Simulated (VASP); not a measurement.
A run of VASP 6.6.1:

File INCAR:

```
SYSTEM = HfN
PREC = Accurate
ENCUT = 600
EDIFF = 1E-6
ISMEAR = -1
SIGMA = 0.05
LREAL = .FALSE.
LASPH = .TRUE.
NELM = 120
ALGO = Normal
ISIF = 2
LWAVE = .FALSE.
LCHARG = .TRUE.
GGA = PE
LELF = .TRUE.
LVHAR = .TRUE.
NBANDS = 14
GGA_COMPAT = .FALSE.
```

KPOINTS

```
regular mesh
0
G
  10 10 10
  0 0 0
```

The input POSCAR:

```
HfN
1.0
    0.0225600000      2.2560000000      2.2560000000
    2.2560000000      0.0225600000      2.2560000000
    2.2785600000      2.2785600000      0.0000000000
Hf N
1 1
Direct
    0.0000000000      0.0000000000      0.0000000000
    0.5000000000      0.5000000000      0.5000000000
```

Potentials or basis: VASP PAW PBE potentials, release 64 (Hf_pv, N).

Launch:

```bash
$ cat potpaw_PBE.64/Hf_pv/POTCAR potpaw_PBE.64/N/POTCAR > POTCAR
$ mpirun -np 1 vasp_std > vasp.out
```

Hardware: 1 thread of Intel(R) Xeon(R) Platinum 8488C (Sapphire Rapids), on a shared host.

Q: Estimate the wall time of this run.

A: It took 40 s on 1 thread of Intel(R) Xeon(R) Platinum 8488C (Sapphire Rapids) (shared host), peak memory 0.21 GiB. Counts: scf iterations 13, k points 171.
